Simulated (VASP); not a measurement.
Runs of VASP 6.6.1 on Mn. The structure is that of space group Fm-3m (No. 225), or close to it. The cells are those of the table. 

```csv
task,cell,k mesh,cutoff (eV),gap on the mesh (eV),pressure (GPa),moment (μB)
single point,"a = 2.465, b = 2.465, c = 3.314 Å, 2 atoms",14 × 14 × 10,520,none,(a),0.00
single point,"a = 2.502, b = 2.502, c = 3.363 Å, 2 atoms",14 × 14 × 10,520,none,14.5,0.00
single point,"a = 2.537, b = 2.537, c = 3.411 Å, 2 atoms",14 × 14 × 10,520,none,7.2,0.00
relaxation of cell and atoms,"relaxed from a = 2.552, b = 2.552, c = 3.609 Å, 2 atoms",12 × 12 × 9,500,none,0.0,0.00
```

Alike in all rows: level PBE; potentials or basis VASP PAW PBE potentials, release 64 (Mn_pv); spin collinear, antiferromagnetic start; smearing fermi-dirac 0.05 eV.

Fill in the values left out.

(a) 25.2.

Caveats: the cell stands under pressure (at least some runs).

A gap of «none» marks levels without a gap at the run's occupations.
